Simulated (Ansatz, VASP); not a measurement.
## Two plane-wave programs on CdSe

The input INCAR:

```
SYSTEM = CdSe
PREC = Accurate ; ENCUT = 520
EDIFF = 1E-6 ; ISMEAR = -1
SIGMA = 0.02 ; LREAL = .FALSE.
LASPH = .TRUE. ; NELM = 60
ALGO = Normal ; ISIF = 2
LWAVE = .FALSE. ; LCHARG = .FALSE.
GGA = PE ; NBANDS = 16
```

File KPOINTS:

```
Automatic mesh
0
G
  8 8 8
  0 0 0
```

The input POSCAR:

```
CdSe
1.0
    0.0000000000      3.0677809647      2.9404680547
    3.0677809647      0.0000000000      2.9404680547
    3.0677809647      3.0677809647      0.0000000000
Cd Se
1 1
Direct
    0.0000000000      0.0000000000      0.0000000000
    0.2500000000      0.2500000000      0.2500000000
```

Input for Ansatz:

```yaml
crystal:
  lattice:
    - [0.0, 3.0677809647, 2.9404680547]
    - [3.0677809647, 0.0, 2.9404680547]
    - [3.0677809647, 3.0677809647, 0.0]
  atoms:
    - { symbol: Cd, position: [0.0, 0.0, 0.0] }
    - { symbol: Se, position: [0.25, 0.25, 0.25] }
kpoints:
  mp_grid: { grid: [8, 8, 8] }
  band_path:
    path:
      - [0.0, 0.0, 0.0]
      - [-0.5, -0.5, 0.0]
      - [-0.375, -0.375, 0.25]
      - [-0.375, 0.0, 0.375]
      - [0.0, 0.0, 0.5]
      - [-0.5, -0.25, 0.25]
    npoints: 1
hamiltonian:
  xc: pbe
scf:
  occupations: { method: fermi_dirac, width: 0.02 }
  n_extra_bands: 4
output:
  forces: true
  stress: true
  eigenvalues: true
```

Change from the starting cell: uniaxial_z strain -4.2%.

Alike in both runs: task single point; functional PBE; k mesh 8 × 8 × 8; occupations fermi-dirac, width 0.02 eV; no spin polarisation.

```csv
,VASP,Ansatz
version,VASP 6.6.1,Ansatz 0.2.0
potentials or method,"VASP PAW PBE potentials, release 64 (Cd, Se)","plane waves, PAW"
plane-wave cutoff (eV),520,420
valence electrons in the cell,18,36
```

Ansatz gave:

* pressure (GPa): 3.8
* traceless stress, the component that is largest in VASP (GPa): 0.34

**Question.** Estimate VASP's values.

**Answer.** Pressure (GPa): 4.1; traceless stress, the component that is largest in VASP (GPa): 0.33.

VASP's potentials hold 18 valence electrons a cell and Ansatz's 36, so a difference there can come from the potentials and not from the codes.
